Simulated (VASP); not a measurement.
BiS, 2 atoms in the cell. Symmetry: P4mm, No. 99, tetragonal system. The conventional cell has a = 3.580 Å, b = 3.580 Å, c = 3.580 Å, α = 90.00°, β = 90.00°, γ = 90.00°. Within 4.0 Å of Bi (site symmetry 4mm) lie 8 S at 3.05 to 3.15 Å and 6 Bi at 3.58 Å. Within 4.0 Å of S (site symmetry 4mm) lie 8 Bi at 3.05 to 3.15 Å and 6 S at 3.58 Å.  This cell differs from its parent crystal: atom 1 (Bi) moved 0.08 Å along z.

| Item | Value |
| --- | --- |
| Program | VASP 6.6.1 |
| Task | single point |
| Functional | PBE |
| Potentials or basis | VASP PAW PBE potentials, release 64 (Bi_d, S) |
| Cutoff | 520 eV |
| k mesh | 10 × 10 × 10 |
| Occupations | gaussian, width 0.05 eV |
| Spin | no spin polarisation |
| Dipole correction | no |
| Further INCAR settings | ALGO = Normal; EDIFF = 1e-06; NBANDS = 18 |

Potentials or basis: VASP PAW PBE potentials, release 64 (Bi_d, S).

Launch:

```console
$ cat potpaw_PBE.64/Bi_d/POTCAR potpaw_PBE.64/S/POTCAR > POTCAR
$ mpirun -np 1 vasp_std > vasp.out
```

Hardware: 1 thread of Intel(R) Xeon(R) 6975P-C (Granite Rapids), on a shared host.

Q: How long does it take, and how much memory?

A: It took 30 s on 1 thread of Intel(R) Xeon(R) 6975P-C (Granite Rapids), on a shared host, peak memory 0.22 GiB. Counts: scf iterations 12, k points 126.
